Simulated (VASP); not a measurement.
Runs of VASP 6.6.1 on CaF2. The structure is that of space group Fm-3m (No. 225), or close to it. The cells are those of the table. 

```csv
task,cell,gap on the mesh (eV),pressure (GPa)
single point,"a = 3.625 Å, angles 60.0°, 3 atoms",8.09,16.0
relaxation of cell and atoms,"relaxed to 10 GPa from a = 3.766 Å, angles 60.0°, 3 atoms",7.85,10.0
relaxation of cell and atoms,"relaxed to 2 GPa from a = 3.766 Å, angles 60.0°, 3 atoms",7.45,2.0
relaxation of cell and atoms,"relaxed to 7 GPa from a = 3.766 Å, angles 60.0°, 3 atoms",7.71,7.0
single point,"a = 3.754 Å, angles 60.0°, 3 atoms",(b),(a)
```

Alike in all rows: level LDA; potentials or basis VASP PAW LDA potentials, release 64 (Ca_sv, F); no spin polarisation; k mesh 6 × 6 × 6; cutoff (eV) 600; smearing gaussian 0.01 eV.

Task: Estimate the missing entries.

Result: (a) 1.5; (b) 7.42.

Caveats: the cell is relaxed towards a set pressure, so the run minimises the enthalpy, not the energy (at least some runs); the cell stands under pressure (at least some runs).

A k mesh can miss the band edges.
